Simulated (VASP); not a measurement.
# Al (Pm) in VASP: single point with PBEsol

Aim: the single point of Al with PBEsol.

Program: VASP 6.6.1. These are calculated values, not measurements. Logs are shortened: lines on timing, memory, paths and dates and some standing lists are left out, and cuts for length are marked.

## (1) The cell of the first run

It takes space group Pm (No. 6, monoclinic). Conventional cell: a = 2.836 Å, b = 9.322 Å, c = 2.836 Å, α = 90.00°, β = 120.00°, γ = 90.00°. Al (site symmetry 1) has 12 Al at 2.82 to 2.88 Å within 3.7 Å. Al (site symmetry m) has 12 Al at 2.82 to 2.88 Å within 3.7 Å. Al (site symmetry m) has 12 Al at 2.84 to 2.85 Å within 3.7 Å.

## (2) Single point, PBEsol (atom 2 (Al) moved -0.067 Å towards its neighbour atom 2 (Al) at 2.836 Å)

Contents of INCAR:

```
PREC = Accurate
ENCUT = 520
EDIFF = 1E-7
ISMEAR = 0
SIGMA = 0.15
LREAL = False
LASPH = True
NELM = 80
ALGO = Fast
ISIF = 2
LWAVE = False
LCHARG = True
GGA = PS
LELF = True
LVHAR = True
NBANDS = 14
```

Contents of KPOINTS:

```
Automatic mesh
0
Gamma
  18 18 6
```

Contents of POSCAR:

```
Al
1.0
    2.8362844918      0.0000000000      0.0000000000
   -1.4181422459      2.4562944222      0.0000000000
    0.0000000000      0.0000000000      9.3221494563
Al
4
Direct
    0.0000000000      0.0000000000      0.0000000000
    0.3568500152      0.6901833485      0.2500000000
    0.0000000000      0.0000000000      0.5000000000
    0.6666666667      0.3333333333      0.7500000000
```

Potentials or basis: VASP PAW PBE potentials, release 64 (Al).

Run with:

```console
$ cat potpaw_PBE.64/Al/POTCAR > POTCAR
$ mpirun -np 1 vasp_std > vasp.out
```

OUTCAR:

```text
PREC = Accurate
   ENCUT = 520
   EDIFF = 1E-7
   ISMEAR = 0
   LREAL = False
   LASPH = True
   NELM = 80
   ISIF = 2
   GGA = PS

 ion  position               nearest neighbor table
   1  0.000  0.000  0.000-   2 2.82   4 2.85   4 2.85   4 2.85   2 2.85   2 2.88
   2  0.357  0.690  0.250-   1 2.82   3 2.82   1 2.85   3 2.85   1 2.88   3 2.88
   3  0.000  0.000  0.500-   2 2.82   4 2.85   4 2.85   4 2.85   2 2.85   2 2.88
   4  0.667  0.333  0.750-   1 2.85   3 2.85   1 2.85   3 2.85   1 2.85   3 2.85

  LATTYP: Found a hexagonal cell.
 ALAT       =     2.8362844918
 C/A-ratio  =     3.2867469689

  Lattice vectors:

 A1 = (   2.8362844918,   0.0000000000,   0.0000000000)
 A2 = (  -1.4181422459,   2.4562944222,   0.0000000000)
 A3 = (   0.0000000000,   0.0000000000,   9.3221494563)

Analysis of symmetry for initial positions (statically):
=====================================================================
 Subroutine PRICEL returns:
 Original cell was already a primitive cell.

 Routine SETGRP: Setting up the symmetry group for a
 hexagonal supercell.

 Subroutine GETGRP returns: Found  2 space group operations
 (whereof  1 operations were pure point group operations)
 out of a pool of 24 trial point group operations.

The static configuration has the point symmetry C_1 .
 The point group associated with its full space group is C_1h.

Analysis of symmetry for dynamics (positions and initial velocities):
=====================================================================
 Subroutine PRICEL returns:
 Original cell was already a primitive cell.

 Routine SETGRP: Setting up the symmetry group for a
 hexagonal supercell.

 Subroutine GETGRP returns: Found  2 space group operations
 (whereof  1 operations were pure point group operations)
 out of a pool of 24 trial point group operations.

The dynamic configuration has the point symmetry C_1 .
 The point group associated with its full space group is C_1h.

 Subroutine INISYM returns: Found  2 space group operations
 (whereof  1 operations are pure point group operations),
 and found     1 'primitive' translations

----------------------------------------------------------------------------------------

                                     Primitive cell

  volume of cell :      64.9451

  direct lattice vectors                    reciprocal lattice vectors
     2.836284492  0.000000000  0.000000000     0.352573941  0.203558660  0.000000000
    -1.418142246  2.456294422  0.000000000     0.000000000  0.407117319  0.000000000
     0.000000000  0.000000000  9.322149456     0.000000000  0.000000000  0.107271398

  length of vectors
     2.836284492  2.836284492  9.322149456     0.407117319  0.407117319  0.107271398

  position of ions in fractional coordinates (direct lattice)
     0.000000000  0.000000000  0.000000000
     0.356850015  0.690183348  0.250000000
     0.000000000  0.000000000  0.500000000
     0.666666667  0.333333333  0.750000000

  ion indices of the primitive-cell ions
   primitive index   ion index
                 1           1
                 2           2
                 3           3
                 4           4

----------------------------------------------------------------------------------------

 KPOINTS: Automatic mesh

Automatic generation of k-mesh.
 Grid dimensions read from file:
 generate k-points for:   18   18    6

 Generating k-lattice:

  Cartesian coordinates                     Fractional coordinates (reciprocal lattice)
     0.019587441  0.011308814  0.000000000     0.055555556  0.000000000  0.000000000
     0.000000000  0.022617629  0.000000000     0.000000000  0.055555556  0.000000000
     0.000000000  0.000000000  0.017878566     0.000000000  0.000000000  0.166666667

  Length of vectors
     0.022617629  0.022617629  0.017878566

  Shift w.r.t. Gamma in fractional coordinates (k-lattice)
     0.000000000  0.000000000  0.000000000

 Subroutine IBZKPT returns following result:
 ===========================================

 Found    656 irreducible k-points:

 Following reciprocal coordinates:
            Coordinates               Weight
  0.000000  0.000000  0.000000      1.000000
  0.055556  0.000000  0.000000      2.000000
  0.000000  0.055556  0.000000      2.000000
 -0.055556  0.055556  0.000000      2.000000
  0.111111  0.000000  0.000000      2.000000
  0.000000  0.111111  0.000000      2.000000
[... 16 lines left out ...]
  0.444444  0.000000  0.000000      2.000000
  0.000000  0.444444  0.000000      2.000000
 [... further k-points ...]
   k-points           NKPTS =    656   k-points in BZ     NKDIM =    656   number of bands    NBANDS=     14
   number of dos      NEDOS =    301   number of ions     NIONS =      4
   total plane-waves  NPLWV =  40320
   dimension x,y,z NGX =    24 NGY =   24 NGZ =   70
   dimension x,y,z NGXF=    48 NGYF=   48 NGZF=  140
   ions per type =               4
   NGX,Y,Z   is equivalent  to a cutoff of  14.07, 14.07, 12.48 a.u.
   NGXF,Y,Z  is equivalent  to a cutoff of  28.13, 28.13, 24.97 a.u.
 SYSTEM =  unknown system
   PREC   = accura    normal or accurate (medium, high low for compatibility)
   ISTART =      0    job   : 0-new  1-cont  2-samecut
   ICHARG =      2    charge: 1-file 2-atom 10-const
   ISPIN  =      1    spin polarized calculation?
   LNONCOLLINEAR =      F non collinear calculations
   LSORBIT =      F    spin-orbit coupling
   LASPH  =      T    aspherical Exc in radial PAW
   ENCUT  =  520.0 eV  38.22 Ry    6.18 a.u.   5.27  5.27 17.33*2*pi/ulx,y,z
   NELM   =     80;   NELMIN=  2; NELMDL= -5     # of ELM steps
   EDIFF  = 0.1E-06   stopping-criterion for ELM
   LREAL  =      F    real-space projection
   EDIFFG = 0.1E-05   stopping-criterion for IOM
   NSW    =      0    number of steps for IOM
   IBRION =     -1    ionic relax: 0-MD 1-quasi-New 2-CG
   NFREE  =      0    steps in history (QN), initial steepest desc. (CG)
   ISIF   =      2    stress and relaxation
   ISYM   =      2    0-nonsym 1-usesym 2-fastsym
   POTIM  = 0.5000    time-step for ionic-motion
   TEBEG  =    0.0;   TEEND  =   0.0 temperature during run
   PSTRESS=    0.0 pullay stress
   NELECT =      12.0000    total number of electrons
   NUPDOWN=      -1.0000    fix difference up-down
   EMIN   =  10.00;   EMAX   =-10.00  energy-range for DOS
   EFERMI =   0.00;   METHOD = LEGACY
   ISMEAR =     0;   SIGMA  =   0.15  broadening in eV -4-tet -1-fermi 0-gaus
   EFERMI_NEDOS =   21; number of points for ismear=-14 and -15
   IALGO  =     68    algorithm
   IMIX   =      4    mixing-type and parameters
     AMIX     =   0.40;   BMIX     =  1.00
     AMIX_MAG =   1.60;   BMIX_MAG =  1.00
  volume/ion in A,a.u.               =      16.24       109.57
  Fermi-wavevector in a.u.,A,eV,Ry     =   0.932438  1.762052 11.829450  0.869440
  Thomas-Fermi vector in A             =   2.059035
   LORBIT       =      0    0 simple, 1 ext, 2 COOP (PROOUT), +10 PAW based schemes
   GGA     = PS    functional components
   LHFCALC =     F    Hartree Fock is set to
   AEXX    =    0.0000 exact exchange contribution
   IVDW    =     0    specifies the selected vdW correction
   LEPSILON=     F    determine dielectric tensor
   LRPA    =     F    only Hartree local field effects (RPA)
 non-spin polarized calculation
 RMM-DIIS sequential band-by-band and
 Gauss-broadening in eV      SIGMA  =   0.15
  energy-cutoff  :      520.00
  volume of cell :       64.95
 maximum number of plane-waves:      1772
 NGX is ok and might be reduce to    24
   NGX = 11   NGY = 11   NGZ = 35

 number of electron      12.0000000 magnetization

 Free energy of the ion-electron system (eV)
  ---------------------------------------------------
  ext. energy  EPLUGINS =         0.00000000
  ---------------------------------------------------
  free energy    TOTEN  =       -16.32387033 eV

  energy without entropy =      -16.30647825  energy(sigma->0) =      -16.31517429

 E-fermi :   8.1070     XC(G=0): -10.3163

 val. band max:        8.0737345653   @ k =   0.5000  -0.2222   0.0000
 cond. band min:       8.1172847595   @ k =   0.1667   0.3889  -0.1667
 fundamental gap:      0.0435501942
 Fermi energy:         8.1070277432

 k-point     1 :       0.0000    0.0000    0.0000
  band No.  band energies     occupation
      1      -3.1243      2.00000
      2      -1.4346      2.00000
      3      -1.4286      2.00000
      4       3.4263      2.00000
      5       3.6414      2.00000
      6      11.4618      0.00000
      7      11.4728      0.00000
      8      18.9748      0.00000
      9      19.0022      0.00000
     10      19.1473      0.00000
     11      19.1650      0.00000
     12      20.0917      0.00000
     13      20.1150      0.00000
     14      20.2865      0.00000

 k-point     2 :       0.0556    0.0000    0.0000
  band No.  band energies     occupation
      1      -3.0487      2.00000
      2      -1.3598      2.00000
      3      -1.3539      2.00000
      4       3.4964      2.00000
      5       3.7153      2.00000
      6      11.5230      0.00000
      7      11.5362      0.00000
      8      17.3613      0.00000
      9      17.9766      0.00000
     10      18.7143      0.00000
     11      18.7835      0.00000
     12      19.2561      0.00000
     13      19.3767      0.00000
     14      19.3904      0.00000
[... 343 lines left out ...]
      1       1.6343      2.00000
      2       3.2457      2.00000
      3       3.2518      2.00000
      4       4.2207      2.00000
      5       5.8839      2.00000
      6       5.9067      2.00000
      7       7.9618      1.82911
      8       8.4390      0.00175
      9      10.4934      0.00000
     10      10.8453      0.00000
     11      13.9231      0.00000
     12      14.7730      0.00000
     13      15.3632      0.00000
     14      15.4025      0.00000

 k-point    24 :       0.0000    0.4444    0.0000
  band No.  band energies     occupation
      1       1.6344      2.00000
      2       3.2476      2.00000
      3       3.2554      2.00000
      4       4.2253      2.00000
      5       5.8650      2.00000
      6       5.8925      2.00000
      7       7.9656      1.81746
      8       8.4275      0.00252
      9      10.5162      0.00000
     10      10.8419      0.00000
     11      13.9185      0.00000
     12      14.8437      0.00000
     13      15.3580      0.00000
     14      15.3724      0.00000

 [... further k-points ...]

------------------------ aborting loop because EDIFF is reached ----------------------------------------

  FORCE on cell =-STRESS in cart. coord.  units (eV):
  Direction    XX          YY          ZZ          XY          YZ          ZX
  --------------------------------------------------------------------------------------
  -------------------------------------------------------------------------------------
  Total        0.0595512      0.0039426      0.0477873      0.0156253      0.0000000      0.0000000
  in kB        1.4691110      0.0972637      1.1788996      0.3854715      0.0000000      0.0000000
  external PRESSURE =       0.9150914 kB  Pullay stress =       0.0000000 kB

 VOLUME and BASIS-vectors are now :
 -----------------------------------------------------------------------------
  energy-cutoff  :      520.00
  volume of cell :       64.95
      direct lattice vectors                 reciprocal lattice vectors
     2.836284492  0.000000000  0.000000000     0.352573941  0.203558660  0.000000000
    -1.418142246  2.456294422  0.000000000     0.000000000  0.407117319  0.000000000
     0.000000000  0.000000000  9.322149456     0.000000000  0.000000000  0.107271398

 POSITION                                       TOTAL-FORCE (eV/Angst)
 -----------------------------------------------------------------------------------
      0.00000      0.00000      0.00000         0.020391      0.029618     -0.004412
      0.03335      1.69529      2.33054        -0.044102     -0.065814      0.000000
      0.00000      0.00000      4.66107         0.020391      0.029618      0.004412
      1.41814      0.81876      6.99161         0.003319      0.006578      0.000000
 -----------------------------------------------------------------------------------
    total drift:                                0.000001      0.000002      0.000000

  FREE ENERGIE OF THE ION-ELECTRON SYSTEM (eV)
  ---------------------------------------------------
  free  energy   TOTEN  =       -16.3238703324 eV

  energy  without entropy=      -16.3064782463  energy(sigma->0) =      -16.31517429
```

It took 7.6 min on 1 thread of AMD EPYC 7R13 (Zen 3), shared host; peak memory 0.5 GiB.

Results:

- Free energy: -16.3239 eV
- Pressure: 0.1 GPa
- Largest force: 0.079 eV/Å
- Band gap on the k mesh: zero (bands 6 and 7 overlap by 5.45 eV)

Forces in eV/Å, atoms in the order of the input:
```
Al   0.020  0.030 -0.004
Al  -0.044 -0.066  0.000
Al   0.020  0.030  0.004
Al   0.003  0.007  0.000
```

Stress tensor (GPa, compression positive):
```
0.15 0.04 0.00
0.04 0.01 0.00
0.00 0.00 0.12
```

Caveat: the cell differs from its parent crystal (atom 2 (Al) moved -0.067 Å towards its neighbour atom 2 (Al) at 2.836 Å); the PAW data sets were made with another functional, which shifts forces and pressure a little.

The gap in the log of VASP goes by the Fermi energy; the results here count the filled bands.